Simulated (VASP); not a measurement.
Here is a VASP 6.6.1 calculation.

Contents of INCAR:

```
SYSTEM = TiAu
ALGO = Normal ; EDIFF = 1E-8
ENCUT = 520 ; GGA = PS
ISIF = 2 ; ISMEAR = -1
LASPH = .TRUE. ; LCHARG = .FALSE.
LEFG = .TRUE. ; LREAL = .FALSE.
LWAVE = .FALSE. ; NBANDS = 18
NELM = 60 ; PREC = Accurate
SIGMA = 0.08
```

KPOINTS

```
k-points
0
G
  10 10 10
  0 0 0
```

The input POSCAR:

```
TiAu
1.0
    3.3178201242      0.0000000000      0.0000000000
    0.0000000000      3.3178201242      0.0000000000
    0.0000000000      0.0000000000      3.3178201242
Ti Au
1 1
Direct
    0.5000000000      0.5000000000      0.5000000000
    0.0000000000      0.0000000000      0.0000000000
```

Potentials or basis: VASP PAW PBE potentials, release 64 (Ti_sv, Au).

Run with:

```sh
$ cat potpaw_PBE.64/Ti_sv/POTCAR potpaw_PBE.64/Au/POTCAR > POTCAR
$ mpirun -np 1 vasp_std > vasp.out
```

Q: Estimate the pressure.

A: -11.7 GPa.

Caveat: without QUAD_EFG the Cq values of the log hold for a quadrupole moment of 1 mb, not for the nuclei; the PAW data sets were made with another functional, which shifts forces and pressure a little.
